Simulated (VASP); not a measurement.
Cu:

```
CELL_PARAMETERS angstrom
0.00000 1.81487 1.81487
1.81487 0.00000 1.81487
1.81487 1.81487 0.00000
ATOMIC_POSITIONS crystal
Cu 0.00000 0.00000 0.00000
```

- Program: VASP 6.6.1
- Task: relaxation of cell and atoms
- Functional: PBE
- Dispersion: D3(BJ)
- Potentials or basis: VASP PAW PBE potentials, release 64 (Cu)
- Cutoff: 600 eV
- k mesh: 20 × 20 × 20
- Occupations: gaussian, width 0.1 eV
- Spin: no spin polarisation

At the start: pressure -7.4 GPa; volume 11.96 Å³/atom.

Question: Where does the relaxation end?

Answer: Over 5 steps the energy falls by 14.8 meV/atom and the volume is 11.36 Å³/atom (-5.0 %); space group Fm-3m (No. 225, to 0.05 Å).

Step by step:
```tsv
step	energy change (eV)	largest force (eV/Å)	pressure (GPa)	volume (Å³)
1	0.0000	0.0000	-7.36	11.96
2	-0.0100	0.0000	5.05	11.03
3	-0.0148	0.0000	-0.08	11.35
4	-0.0148	0.0000	0.19	11.34
5	-0.0148	0.0000	-0.05	11.36
```

Final structure:
```
Cu
1.0
     0.00000    1.78404    1.78404
     1.78404    0.00000    1.78404
     1.78404    1.78404    0.00000
Cu
1
Cartesian
  1.7840 0.0000 1.7840
```

Caveat: pairwise dispersion overbinds metals, which lowers pressure and volume.
